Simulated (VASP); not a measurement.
# H (I4/mmm) in VASP: further runs, part 2 of 2

VASP 6.6.1.

## 5. Single point, LDA

INCAR reads:

```
  ALGO = Normal
  EDIFF = 1E-6
  ENCUT = 520
  ISIF = 2
  ISMEAR = 0
  LASPH = T
  LCHARG = F
  LREAL = F
  LWAVE = F
  NBANDS = 8
  NELM = 80
  PREC = Accurate
  SIGMA = 0.05
```

KPOINTS reads:

```
k-points
0
Gamma
  10 10 10
```

POSCAR reads:

```
H
1.0
   -1.6386390135      1.6386390135      2.1935144881
    1.6386390135     -1.6386390135      2.1935144881
    1.6386390135      1.6386390135     -2.1935144881
H
2
Direct
    0.9098622900      0.9098622900      0.0000000000
    0.0901377100      0.0901377100      0.0000000000
```

Potentials or basis: VASP PAW LDA potentials, release 64 (H).

Command:

```
$ cat potpaw_LDA.64/H/POTCAR > POTCAR
$ mpirun -np 1 vasp_std > vasp.out
```

OUTCAR:

```text
EDIFF = 1E-6
   ENCUT = 520
   ISIF = 2
   ISMEAR = 0
   LASPH = T
   LREAL = F
   NELM = 80
   PREC = Accurate

 ion  position               nearest neighbor table
   1  0.910  0.910  0.000-   2 0.79
   2  0.090  0.090  0.000-   1 0.79

  LATTYP: Found a body centered tetragonal cell.
 ALAT       =     3.2772780270
 C/A-ratio  =     1.3386197143

  Lattice vectors:

 A1 = (  -1.6386390135,   1.6386390135,   2.1935144881)
 A2 = (   1.6386390135,  -1.6386390135,   2.1935144881)
 A3 = (   1.6386390135,   1.6386390135,  -2.1935144881)

Analysis of symmetry for initial positions (statically):
=====================================================================
 Subroutine PRICEL returns:
 Original cell was already a primitive cell.

 Routine SETGRP: Setting up the symmetry group for a
 body centered tetragonal supercell.

 Subroutine GETGRP returns: Found 16 space group operations
 (whereof 16 operations were pure point group operations)
 out of a pool of 16 trial point group operations.

The static configuration has the point symmetry D_4h.

Analysis of symmetry for dynamics (positions and initial velocities):
=====================================================================
 Subroutine PRICEL returns:
 Original cell was already a primitive cell.

 Routine SETGRP: Setting up the symmetry group for a
 body centered tetragonal supercell.

 Subroutine GETGRP returns: Found 16 space group operations
 (whereof 16 operations were pure point group operations)
 out of a pool of 16 trial point group operations.

The dynamic configuration has the point symmetry D_4h.

 Subroutine INISYM returns: Found 16 space group operations
 (whereof 16 operations are pure point group operations),
 and found     1 'primitive' translations

[... 116 lines left out ...]
  Fermi-wavevector in a.u.,A,eV,Ry     =   0.719497  1.359653  7.043413  0.517676
  Thomas-Fermi vector in A             =   1.808708
   LORBIT       =      0    0 simple, 1 ext, 2 COOP (PROOUT), +10 PAW based schemes
   GGA     = CA    functional components
   LHFCALC =     F    Hartree Fock is set to
   AEXX    =    0.0000 exact exchange contribution
   IVDW    =     0    specifies the selected vdW correction
   LEPSILON=     F    determine dielectric tensor
   LRPA    =     F    only Hartree local field effects (RPA)
 non-spin polarized calculation
 Gauss-broadening in eV      SIGMA  =   0.05
  energy-cutoff  :      520.00
  volume of cell :       23.56
 maximum number of plane-waves:       648
   NGX = 11   NGY = 11   NGZ = 11

 number of electron       2.0000000 magnetization

 Free energy of the ion-electron system (eV)
  ---------------------------------------------------
  ext. energy  EPLUGINS =         0.00000000
  ---------------------------------------------------
  free energy    TOTEN  =        -6.77353393 eV

  energy without entropy =       -6.77353393  energy(sigma->0) =       -6.77353393

 E-fermi :  -7.5311     XC(G=0):  -5.9802

 val. band max:       -7.8409456216   @ k =   0.5000   0.5000   0.5000
 cond. band min:       0.1334738314   @ k =   0.5000  -0.0000   0.0000
 fundamental gap:      7.9744194530
 Fermi energy:        -7.5310736655

 k-point     1 :       0.0000    0.0000    0.0000
  band No.  band energies     occupation
      1     -10.4425      2.00000
      2       5.3429      0.00000
      3       8.3758      0.00000
      4      14.9479      0.00000
      5      14.9479      0.00000
      6      16.6286      0.00000
      7      16.6286      0.00000
      8      17.9236      0.00000
[... 243 lines left out ...]
 k-point    24 :       0.4000    0.3000   -0.0000
  band No.  band energies     occupation
      1      -8.2882      2.00000
      2       1.6675      0.00000
      3       3.9169      0.00000
      4       8.5314      0.00000
      5       9.9112      0.00000
      6      18.0976      0.00000
      7      18.2910      0.00000
      8      20.6673      0.00000

 [... further k-points ...]

------------------------ aborting loop because EDIFF is reached ----------------------------------------

  FORCE on cell =-STRESS in cart. coord.  units (eV):
  Direction    XX          YY          ZZ          XY          YZ          ZX
  --------------------------------------------------------------------------------------
  -------------------------------------------------------------------------------------
  Total       -0.1341318     -0.1341318     -0.6035925      0.0000000      0.0000000      0.0000000
  in kB       -9.1216887     -9.1216887    -41.0475624      0.0000000      0.0000000      0.0000000
  external PRESSURE =     -19.7636466 kB  Pullay stress =       0.0000000 kB

 VOLUME and BASIS-vectors are now :
 -----------------------------------------------------------------------------
  energy-cutoff  :      520.00
  volume of cell :       23.56
      direct lattice vectors                 reciprocal lattice vectors
    -1.638639013  1.638639013  2.193514488     0.000000000  0.305131268  0.227944699
     1.638639013 -1.638639013  2.193514488     0.305131268  0.000000000  0.227944699
     1.638639013  1.638639013 -2.193514488     0.305131268  0.305131268  0.000000000

 POSITION                                       TOTAL-FORCE (eV/Angst)
 -----------------------------------------------------------------------------------
      0.00000      0.00000      3.99159         0.000000      0.000000      0.583485
      0.00000      0.00000      0.39544        -0.000000     -0.000000     -0.583485
 -----------------------------------------------------------------------------------
    total drift:                               -0.000000      0.000000     -0.000000

  FREE ENERGIE OF THE ION-ELECTRON SYSTEM (eV)
  ---------------------------------------------------
  free  energy   TOTEN  =        -6.7735339274 eV

  energy  without entropy=       -6.7735339274  energy(sigma->0) =       -6.77353393
```

stdout:

```text
POSCAR found type information on POSCAR H
 POSCAR found :  1 types and       2 ions
 scaLAPACK will be used
 LDA part: xc-table for (Slater(with rela. corr.)+CA(PZ))
 , standard interpolation
 POSCAR, INCAR and KPOINTS ok, starting setup
 FFT: planning ... GRIDC
 FFT: planning ... GRID_SOFT
 FFT: planning ... GRID
 WAVECAR not read
 entering main loop
```

It took 26 s on 1 thread of AMD EPYC 7R13, shared host; peak memory 0.1 GiB.

Results:

- Free energy: -6.7735 eV
- Pressure: -2.0 GPa
- Largest force: 0.583 eV/Å
- Band gap on the k mesh: 7.97 eV (least direct gap 8.42 eV)

Forces in eV/Å, atoms in the order of the input:
```
H    0.000  0.000  0.583
H    0.000  0.000 -0.583
```

Levels at points of the mesh, in eV from the valence-band top:
```csv
k point,band 1,band 2,band 3,band 4,band 5
"(0.00, 0.00, 0.00)",-2.60,13.18,16.22,22.79,22.79
"(0.50, 0.00, 0.00)",-0.82,7.97,16.34,17.60,20.25
"(0.50, 0.50, 0.00)",-0.45,10.08,12.89,15.23,17.44
"(0.50, 0.50, 0.50)",0.00,8.42,14.41,16.07,16.07
```

## 6. The runs side by side

```csv
cell,gap on the mesh (eV),pressure (GPa),largest force (eV/Å)
"a = 3.129 Å, angles 110.4, 110.4, 107.6°, 2 atoms",9.07,6.2,4.63
"a = 3.236 Å, angles 121.1, 121.1, 88.2°, 2 atoms",7.44,-4.2,1.70
"a = 3.137 Å, angles 112.7, 112.7, 103.3°, 2 atoms",8.66,3.4,2.67
"a = 3.191 Å, angles 118.2, 118.2, 93.1°, 2 atoms",7.97,-2.0,0.58
```

Alike in all rows: task single point; level LDA; potentials or basis VASP PAW LDA potentials, release 64 (H); no spin polarisation; k mesh 10 × 10 × 10; cutoff (eV) 520; smearing gaussian 0.05 eV.

Caveats: forces of over 1 eV/Å act on the atoms, so gaps and moduli don't describe the material at rest (at least some runs); the cell stands under pressure (at least some runs); the cell stands under tension (at least some runs).

Absolute energies hang on the potentials; compare differences alone.
